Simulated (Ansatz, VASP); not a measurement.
PbF2 in VASP and in Ansatz

```
Pb F
1.0
     0.00000    2.79474    3.35368
     2.79474    0.00000    3.35368
     2.79474    2.79474    0.00000
Pb F
1 2
Cartesian
  0.0000 0.0000 0.0000
  1.3974 1.3974 1.6768
  4.1921 4.1921 5.0305
```

Alike in both runs: task single point; functional r2SCAN; k mesh 8 × 8 × 8; occupations gaussian, width 0.05 eV; no spin polarisation.

```csv
,VASP,Ansatz
version,VASP 6.6.1,Ansatz 0.2.0
potentials or method,"VASP PAW PBE potentials, release 64 (Pb_d, F), cutoff 520 eV","scalar-relativistic, plane waves, PAW"
valence electrons in the cell,28,28
```

|  | VASP | Ansatz | Ansatz less VASP |
| --- | --- | --- | --- |
| gap on the k mesh at the Fermi level (eV) | 4.08 | 4.08 | 0.000 |
| least direct gap on the mesh (eV) | 4.94 | 4.94 | -0.001 |
| pressure (GPa) | -1.9 | -1.8 | +0.10 |
| traceless stress, the component that is largest in VASP (GPa) | -7.62 | -7.65 | -0.024 |

VASP's potentials were made for PBE, not for r2SCAN.

Spin-orbit coupling is off throughout.
